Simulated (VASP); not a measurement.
Al: single point with BLYP+D3(BJ)

Al:

```
CELL_PARAMETERS angstrom
0.00000 1.99744 1.99744
1.99744 0.00000 1.99744
1.99744 1.99744 0.00000
ATOMIC_POSITIONS crystal
Al 0.00000 0.00000 0.00000
```

- Program: VASP 6.6.1
- Task: single point
- Functional: BLYP
- Dispersion: D3(BJ)
- Potentials or basis: VASP PAW PBE potentials, release 64 (Al)
- Cutoff: 520 eV
- k mesh: 11 × 11 × 11
- Occupations: fermi-dirac, width 0.05 eV
- Spin: no spin polarisation

| Property | Result |
| --- | --- |
| Pressure | -1.9 GPa |
| Dispersion energy per atom | -0.804 eV |

Levels at points of the mesh, in eV from the Fermi level:
```
           k point  band 1  band 2  band 3  band 4
(0.00, 0.00, 0.00)  -11.38   12.75   12.75   12.75
```

Wall time 18 s on 1 thread of Intel Xeon 8259CL, on a shared host, peak memory 0.14 GiB.

Caveat: the PAW data sets were made with another functional, which shifts forces and pressure a little; pairwise dispersion overbinds metals, which lowers pressure and volume.
